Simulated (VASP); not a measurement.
Si2GeO6:

```
Si Ge O
1.0
     4.40243   -2.49928   -0.00030
     4.40243    2.49928   -0.00030
    -0.06324    0.00000    5.57205
Si Ge O
2 1 6
Direct
  0.99836 0.46655 0.16298
  0.53345 0.00164 0.83702
  0.47035 0.52965 0.50000
  0.27747 0.14874 0.05002
  0.60503 0.25884 0.73267
  0.11874 0.59581 0.38276
  0.40419 0.88126 0.61724
  0.85126 0.72253 0.94998
  0.74116 0.39497 0.26733
```

Base run:

| Quantity | Value |
| --- | --- |
| Program | VASP 6.6.1 |
| Functional | r2SCAN |
| Potentials or basis | VASP PAW PBE potentials, release 64 (Si, Ge_d, O) |
| Cutoff | 520 eV |
| k mesh | 6 × 6 × 4 |
| Occupations | gaussian, width 0.02 eV |
| Spin | no spin polarisation |

Its results: band gap on the k mesh 5.20 eV (least direct gap 5.38 eV); pressure -5.3 GPa; largest force 0.350 eV/Å.

The run is repeated on the same cell with these changes: functional from r2SCAN to PBE; further incar settings from ALGO = Normal; EDIFF = 1e-06; NBANDS = 39 to ALGO = Normal; EDIFF = 1e-07; NBANDS = 39. What comes out?

Band gap on the k mesh 4.55 eV (least direct gap 4.73 eV); pressure -0.1 GPa; largest force 0.078 eV/Å.

Caveats: the cell stands under tension (at least some runs); the PAW data sets were made with another functional, which shifts forces and pressure a little (at least some runs).

A k mesh can miss the band edges.
